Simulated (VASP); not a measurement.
Al3GaN4, 8 atoms in the cell. It takes space group Cm (No. 8, monoclinic). The conventional cell has a = 6.225 Å, b = 6.225 Å, c = 4.401 Å, α = 90.00°, β = 90.00°, γ = 90.00°. Within 2.5 Å of Al (site symmetry m) lie 4 N at 1.85 to 1.91 Å. Within 2.5 Å of Al (site symmetry 1) lie 4 N at 1.89 Å. Ga (site symmetry m) has 4 N at 1.95 Å within 2.6 Å. N (site symmetry m) has 3 Al at 1.85 to 1.89 Å and 1 Ga at 1.95 Å within 2.5 Å. Within 2.5 Å of N (site symmetry 1) lie 3 Al at 1.89 to 1.91 Å and 1 Ga at 1.95 Å. N (site symmetry m) has 3 Al at 1.89 to 1.90 Å and 1 Ga at 1.95 Å within 2.5 Å.  This cell differs from its parent crystal: atom 1 (Al) moved +0.040 Å towards its neighbour atom 5 (N) at 1.892 Å.

```yaml
Program: VASP 6.6.1
Task: single point
Functional: PBEsol
Potentials_or_basis: VASP PAW PBE potentials, release 64 (Al, Ga_d, N)
Cutoff: 520 eV
k_mesh: 6 × 6 × 6
Occupations: gaussian, width 0.05 eV
Spin: no spin polarisation
Dipole_correction: no
Further_INCAR_settings: ALGO = Normal; EDIFF = 1e-06; NBANDS = 31
```

Potentials or basis: VASP PAW PBE potentials, release 64 (Al, Ga_d, N).

The run is started by

```sh
$ cat potpaw_PBE.64/Al/POTCAR potpaw_PBE.64/Ga_d/POTCAR potpaw_PBE.64/N/POTCAR > POTCAR
$ mpirun -np 1 vasp_std > vasp.out
```

Hardware: 1 thread of AMD EPYC 7R13 Processor (Zen 3), on a shared host.

Problem. How long does it take, and how much memory?

Solution. Wall time 3.3 min on 1 thread of AMD EPYC 7R13 Processor (Zen 3), with other jobs on the host, peak memory 0.28 GiB. Counts: scf iterations 13, k points 68.
